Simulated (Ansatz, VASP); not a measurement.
**Two plane-wave programs on SnSe**

```xyz
4
Lattice="4.2220 0.0000 0.0000 0.0000 4.2220 0.0000 0.0000 0.0000 5.9711" Properties=species:S:1:pos:R:3 pbc="T T T"
Sn    2.1110    0.0000    1.4933
Sn    0.0000    2.1110    4.4778
Se    2.1110    0.0000    4.4779
Se    0.0000    2.1110    1.4932
```

Alike in both runs: task single point; functional PBE; dispersion D3(BJ); k mesh 8 × 8 × 6; occupations gaussian, width 0.03 eV; no spin polarisation.

|  | VASP | Ansatz |
| --- | --- | --- |
| version | VASP 6.6.1 | Ansatz 0.2.0 |
| potentials or method | VASP PAW PBE potentials, release 64 (Sn_d, Se), cutoff 520 eV | scalar-relativistic, plane waves, PAW |
| valence electrons in the cell | 40 | 60 |

|  | VASP | Ansatz | Ansatz less VASP |
| --- | --- | --- | --- |
| gap on the k mesh at the Fermi level (eV) | 0.40 | 0.40 | 0.000 |
| least direct gap on the mesh (eV) | 0.40 | 0.40 | 0.000 |
| pressure (GPa) | 0.1 | 0.1 | +0.01 |

VASP's potentials hold 40 valence electrons a cell and Ansatz's 60, so a difference there can come from the potentials and not from the codes.
